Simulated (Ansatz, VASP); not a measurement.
**One calculation of Li, two programs**

```
Li
1.0
     0.00000   -2.09548   -2.09548
     0.00000    2.09548   -2.09548
     4.19096    0.00000    0.00000
Li
2
Cartesian
  2.0955 -0.4250 -2.0955
  0.0000 0.4250 0.0000
```

Change from the starting cell: mode 4 frozen in at -0.425 Å and mode 5 at +0.000 Å (largest displacements).

Alike in both runs: task single point; functional PBEsol; dispersion D3(BJ); k mesh 16 × 16 × 10; occupations gaussian, width 0.15 eV; no spin polarisation.

|  | VASP | Ansatz |
| --- | --- | --- |
| version | VASP 6.6.1 | Ansatz 0.2.0 |
| potentials or method | VASP PAW PBE potentials, release 64 (Li_sv), cutoff 520 eV | scalar-relativistic, plane waves, PAW |
| valence electrons in the cell | 6 | 6 |

|  | VASP | Ansatz | Ansatz less VASP |
| --- | --- | --- | --- |
| gap on the k mesh at the Fermi level (eV) | none | none | - |
| rms of the force components (eV/Å) | 0.361 | 0.361 | +0.0001 |

VASP's potentials were made for PBE, not for PBEsol. Atom by atom the forces differ by 0.000 eV/Å (rms over components). A gap of «none» marks a metal or a gap that the smearing closes.

Noted on VASP's run: the cutoff is short for stress, so the pressure is rough.
